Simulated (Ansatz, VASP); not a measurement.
TePb: VASP beside Ansatz

```
CELL_PARAMETERS angstrom
0.00000 3.23100 3.23100
3.23100 0.00000 3.23100
3.23100 3.23100 0.00000
ATOMIC_POSITIONS crystal
Pb 0.00000 0.00000 0.00000
Te 0.50000 0.50000 0.50000
```

Alike in both runs: task relaxation of cell and atoms; functional PBEsol; k mesh 6 × 6 × 6; occupations gaussian, width 0.02 eV; no spin polarisation.

|  | VASP | Ansatz |
| --- | --- | --- |
| version | VASP 6.6.1 | Ansatz 0.2.0 |
| potentials or method | VASP PAW PBE potentials, release 64 (Pb_d, Te), cutoff 500 eV | scalar-relativistic, plane waves, PAW |
| valence electrons in the cell | 20 | 30 |

```csv
,VASP,Ansatz,Ansatz less VASP
"gap on the k mesh at the Fermi level, each at its own relaxed structure (eV)",0.65,0.65,+0.004
relaxed volume (Å³/atom),33.43,33.45,+0.020
relaxed cell length with the largest relative difference (Å),4.556,4.557,+0.0009
```

VASP's potentials were made for PBE, not for PBEsol, and Ansatz warns of the same on its side. VASP's potentials hold 20 valence electrons a cell and Ansatz's 30, so a difference there can come from the potentials and not from the codes.

Neither program's run includes spin-orbit coupling.
